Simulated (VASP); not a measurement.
# HgH3 (P6/mmm) in VASP: further runs, part 2 of 2

VASP 6.6.1. Earlier steps stand in the parts before.

## 3. Relaxation of cell and atoms, PBE

This run uses another cell than the first one, of 11.11 Å³/atom.

INCAR

```
  PREC = Accurate
  ENCUT = 600
  EDIFF = 1E-6
  ISMEAR = 0
  SIGMA = 0.1
  LREAL = F
  LASPH = T
  NELM = 80
  ALGO = Normal
  ISIF = 3
  LWAVE = F
  LCHARG = F
  GGA = PE
  IBRION = 2
  NSW = 100
  EDIFFG = -0.01
```

KPOINTS

```
Automatic mesh
0
Gamma
  12 12 12
```

POSCAR

```
HgH3
1.0
    3.7208735160      0.0000000000      0.0000000000
   -1.8604367580      3.2223709891      0.0000000000
    0.0000000000      0.0000000000      3.7076072543
Hg H
1 3
Direct
    0.0000000000      0.0000000000      0.0000000000
    0.3333333333      0.6666666667      0.0000000000
    0.6666666667      0.3333333333      0.0000000000
    0.0000000000      0.0000000000      0.5000000000
```

Potentials or basis: VASP PAW PBE potentials, release 64 (Hg, H).

The run is started by

```sh
> cat potpaw_PBE.64/Hg/POTCAR potpaw_PBE.64/H/POTCAR > POTCAR
> mpirun -np 1 vasp_std > vasp.out
```

OUTCAR:

```text
PREC = Accurate
   ENCUT = 600
   EDIFF = 1E-6
   ISMEAR = 0
   LREAL = F
   LASPH = T
   NELM = 80
   ISIF = 3
   GGA = PE
   IBRION = 2
   NSW = 100
   EDIFFG = -0.01

 ion  position               nearest neighbor table
   1  0.000  0.000  0.000-   4 1.85   4 1.85   2 2.15   3 2.15   2 2.15   3 2.15   3 2.15   2 2.15

   2  0.333  0.667  0.000-   1 2.15   1 2.15   1 2.15
   3  0.667  0.333  0.000-   1 2.15   1 2.15   1 2.15
   4  0.000  0.000  0.500-   1 1.85   1 1.85

  LATTYP: Found a hexagonal cell.
 ALAT       =     3.7208735160
 C/A-ratio  =     0.9964346378

  Lattice vectors:

 A1 = (   3.7208735160,   0.0000000000,   0.0000000000)
 A2 = (  -1.8604367580,   3.2223709891,   0.0000000000)
 A3 = (   0.0000000000,   0.0000000000,   3.7076072543)

Analysis of symmetry for initial positions (statically):
=====================================================================
 Subroutine PRICEL returns:
 Original cell was already a primitive cell.

 Routine SETGRP: Setting up the symmetry group for a
 hexagonal supercell.

 Subroutine GETGRP returns: Found 24 space group operations
 (whereof 24 operations were pure point group operations)
 out of a pool of 24 trial point group operations.

The static configuration has the point symmetry D_6h.

[... 240 lines left out ...]
--------------------------------------- Ionic step        3  -------------------------------------------

 number of electron      14.9999997 magnetization

 Free energy of the ion-electron system (eV)
  ---------------------------------------------------
  ext. energy  EPLUGINS =         0.00000000
  ---------------------------------------------------
  free energy    TOTEN  =        -7.24230710 eV

  energy without entropy =       -7.23789522  energy(sigma->0) =       -7.24010116

 E-fermi :   0.6939     XC(G=0):  -9.0560

 val. band max:        0.6893994540   @ k =   0.3333   0.0833   0.2500
 cond. band min:       0.7244947269   @ k =   0.1667   0.0833   0.0833
 fundamental gap:      0.0350952730
 Fermi energy:         0.6938892122

 k-point     1 :       0.0000    0.0000    0.0000
  band No.  band energies     occupation
      1      -9.2291      2.00000
      2      -8.4630      2.00000
      3      -6.6838      2.00000
      4      -6.6838      2.00000
      5      -6.1944      2.00000
      6      -6.1944      2.00000
      7       1.2988      0.00000
      8       2.8588      0.00000
      9       5.2487      0.00000
     10       8.2671      0.00000
     11       8.2671      0.00000
[... 309 lines left out ...]
 k-point    24 :       0.3333   -0.0000    0.0833
  band No.  band energies     occupation
      1      -8.3238      2.00000
      2      -7.8158      2.00000
      3      -6.7082      2.00000
      4      -6.3890      2.00000
      5      -6.2991      2.00000
      6      -6.2452      2.00000
      7      -1.5488      2.00000
      8       1.9881      0.00000
      9       5.4337      0.00000
     10       5.7165      0.00000
     11       8.4306      0.00000

 [... further k-points ...]

------------------------ aborting loop because EDIFF is reached ----------------------------------------

  FORCE on cell =-STRESS in cart. coord.  units (eV):
  Direction    XX          YY          ZZ          XY          YZ          ZX
  --------------------------------------------------------------------------------------
  -------------------------------------------------------------------------------------
  Total       -0.0142168     -0.0142168     -0.0095725      0.0000000     -0.0000000      0.0000000
  in kB       -0.5128704     -0.5128704     -0.3453288      0.0000000     -0.0000000      0.0000000
  external PRESSURE =      -0.4570232 kB  Pullay stress =       0.0000000 kB
[... 19 lines left out ...]
  FREE ENERGIE OF THE ION-ELECTRON SYSTEM (eV)
  ---------------------------------------------------
  free  energy   TOTEN  =        -7.2423070960 eV

  energy  without entropy=       -7.2378952229  energy(sigma->0) =       -7.24010116

 reached required accuracy - stopping structural energy minimisation
```

OSZICAR:

```text
N       E                     dE             d eps       ncg     rms          rms(c)
DAV:   1     0.886234395386E+02    0.88623E+02   -0.77658E+03  2982   0.133E+03
[... 20 lines left out ...]
       N       E                     dE             d eps       ncg     rms          rms(c)
DAV:   1    -0.724400518854E+01   -0.19191E-02   -0.64470E-02  2950   0.259E+00    0.250E-01
DAV:   2    -0.724257774022E+01    0.14274E-02   -0.21448E-03  3167   0.509E-01    0.866E-02
DAV:   3    -0.724231978437E+01    0.25796E-03   -0.52043E-04  3151   0.198E-01    0.466E-02
DAV:   4    -0.724230854904E+01    0.11235E-04   -0.66776E-05  3034   0.779E-02    0.157E-02
DAV:   5    -0.724230703249E+01    0.15165E-05   -0.49739E-06  2986   0.267E-02    0.574E-03
DAV:   6    -0.724230709599E+01   -0.63495E-07   -0.26345E-07  1499   0.650E-03
   3 F= -.72423071E+01 E0= -.72401012E+01  d E =-.662716E-03
```

CONTCAR:

```text
HgH3
   1.00000000000000
     3.7105489082622509    0.0000000000000000    0.0000000000000000
    -1.8552744541311255    3.2134296165152052    0.0000000000000000
     0.0000000000000000    0.0000000000000000    3.7247566209281699
  Hg              H
     1     3
Direct
     0.0000000000000000    0.0000000000000000    0.0000000000000000
     0.3333333332999970    0.6666666667000030    0.0000000000000000
     0.6666666667000030    0.3333333332999970    0.0000000000000000
     0.0000000000000000    0.0000000000000000    0.5000000000000000

  0.00000000E+00  0.00000000E+00  0.00000000E+00
  0.00000000E+00  0.00000000E+00  0.00000000E+00
  0.00000000E+00  0.00000000E+00  0.00000000E+00
  0.00000000E+00  0.00000000E+00  0.00000000E+00
```

Wall time 1.8 min (1 thread of Intel Xeon Platinum 8259CL at 2.50GHz (Skylake/Cascade Lake), shared host); peak memory 0.24 GiB.

Results:

* Free energy: -7.2423 eV
* Relaxed volume: 11.10 Å³/atom
* Relaxed cell: a = 3.711 Å, b = 3.711 Å, c = 3.725 Å, α = 90.00°, β = 90.00°, γ = 120.00°
* Space group after relaxing (to 0.1 Å): P6/mmm (No. 191)
* Energy gained by relaxing: 0.2 meV/atom
* Ionic steps: 3
* Pressure after relaxing: 0.0 GPa
* Band gap on the k mesh: zero (an odd number of electrons rules out a gap without spin polarisation)

The path:
| step | energy change (eV) | largest force (eV/Å) | pressure (GPa) | volume (Å³) |
| --- | --- | --- | --- | --- |
| 1 | 0.0000 | 0.0000 | -0.04 | 44.45 |
| 2 | -0.0004 | 0.0000 | -0.05 | 44.44 |
| 3 | -0.0007 | 0.0000 | -0.05 | 44.41 |

Final structure:
```
Hg H
1.0
     3.71055    0.00000    0.00000
    -1.85527    3.21343    0.00000
     0.00000    0.00000    3.72476
Hg H
1 3
Direct
  0.00000 0.00000 0.00000
  0.33333 0.66667 0.00000
  0.66667 0.33333 0.00000
  0.00000 0.00000 0.50000
```

Caveat: spin-orbit coupling is left out, which moves the levels of the heavy elements.
